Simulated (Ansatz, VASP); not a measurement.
**One calculation of Al, two programs**

```
CELL_PARAMETERS angstrom
0.00000 1.86206 1.94302
1.86206 0.00000 1.94302
1.86206 1.86206 0.00000
ATOMIC_POSITIONS crystal
Al 0.00000 0.00000 0.00000
```

Change from the starting cell: strain -0.080 along x and y, -0.040 along z, atoms carried along.

Alike in both runs: task single point; functional r2SCAN; k mesh 20 × 20 × 20; occupations gaussian, width 0.15 eV; no spin polarisation.

```csv
,VASP,Ansatz
version,VASP 6.6.1,Ansatz 0.2.0
potentials or method,"VASP PAW PBE potentials, release 64 (Al), cutoff 520 eV","scalar-relativistic, plane waves, PAW"
valence electrons in the cell,3,3
```

Ansatz gave:

| Property | Result |
| --- | --- |
| gap on the k mesh at the Fermi level (eV) | none |
| pressure (GPa) | 22.4 |
| traceless stress, the component that is largest in VASP (GPa) | -4.38 |

Problem. Which values does VASP return?

Solution. gap on the k mesh at the Fermi level (eV): none; pressure (GPa): 21.9; traceless stress, the component that is largest in VASP (GPa): -4.37.

VASP's potentials were made for PBE, not for r2SCAN. A gap of «none» marks a metal or a gap that the smearing closes.
